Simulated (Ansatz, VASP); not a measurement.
**CsCl in VASP and in Ansatz**

```
Cs Cl
1.0
     3.96923    0.00000    0.00000
     0.00000    3.96923    0.00000
     0.00000    0.00000    3.96923
Cs Cl
1 1
Cartesian
  0.0000 0.0000 0.0000
  1.9846 1.9846 1.9846
```

Alike in both runs: task relaxation of cell and atoms; functional LDA; k mesh 6 × 6 × 6; occupations gaussian, width 0.02 eV; no spin polarisation.

|  | VASP | Ansatz |
| --- | --- | --- |
| version | VASP 6.6.1 | Ansatz 0.2.0 |
| potentials or method | VASP PAW LDA potentials, release 64 (Cs_sv, Cl), cutoff 500 eV | scalar-relativistic, plane waves, PAW |
| valence electrons in the cell | 16 | 16 |

VASP gave:

* gap on the k mesh at the Fermi level, each at its own relaxed structure (eV): 4.97
* relaxed volume (Å³/atom): 31.36
* relaxed cell length with the largest relative difference (Å): 3.973

Estimate Ansatz's values.

gap on the k mesh at the Fermi level, each at its own relaxed structure (eV): 4.99; relaxed volume (Å³/atom): 31.27; relaxed cell length with the largest relative difference (Å): 3.969.

LDA's correlation is that of Perdew and Zunger in VASP and of Perdew and Wang (1992) in Ansatz.

Spin-orbit coupling is off throughout.
